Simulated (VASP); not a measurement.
## Ti: single point with PBEsol

The system is Ti.

```
CELL_PARAMETERS angstrom
-1.42646 1.42646 1.92343
1.42646 -1.42646 1.92343
1.42646 1.42646 -1.92343
ATOMIC_POSITIONS crystal
Ti 0.00000 0.00000 0.00000
```

This cell differs from its parent crystal: volume 15.655 Å^3 an atom, c/a of the conventional cell 1.3484.

- Program: VASP 6.6.1
- Task: single point
- Functional: PBEsol
- Potentials or basis: VASP PAW PBE potentials, release 64 (Ti_sv)
- Cutoff: 520 eV
- k mesh: 22 × 22 × 22
- Occupations: gaussian, width 0.15 eV
- Spin: no spin polarisation

```json
{"Pressure": "7.7 GPa", "Band gap on the k mesh": "zero (band 6 reaches 10.11 eV, above the bottom of band 7 at 8.61 eV)"}
```

Stress tensor (GPa, compression positive):
```
7.17 0.00 0.00
0.00 7.17 0.00
0.00 0.00 8.79
```

Levels at points of the mesh, in eV from the Fermi level:
| k point | band 3 | band 4 | band 5 | band 6 | band 7 | band 8 | band 9 | band 10 |
| --- | --- | --- | --- | --- | --- | --- | --- | --- |
| (0.00, 0.00, 0.00) | -32.12 | -32.11 | -6.32 | 0.81 | 0.81 | 1.22 | 2.56 | 3.03 |
| (0.50, 0.00, 0.00) | -32.27 | -32.20 | -2.84 | 0.55 | 0.95 | 1.04 | 3.96 | 4.17 |
| (0.50, 0.50, 0.00) | -32.46 | -32.38 | -2.97 | -1.95 | 3.06 | 4.04 | 4.23 | 4.54 |
| (0.50, 0.50, 0.50) | -32.49 | -32.49 | -2.96 | -2.10 | 4.02 | 4.04 | 4.41 | 4.41 |

It took 110 s on 1 thread of Intel(R) Xeon(R) 6975P-C (Granite Rapids) (shared host), peak memory 0.27 GiB.

Caveat: the PAW data sets were made with another functional, which shifts forces and pressure a little.
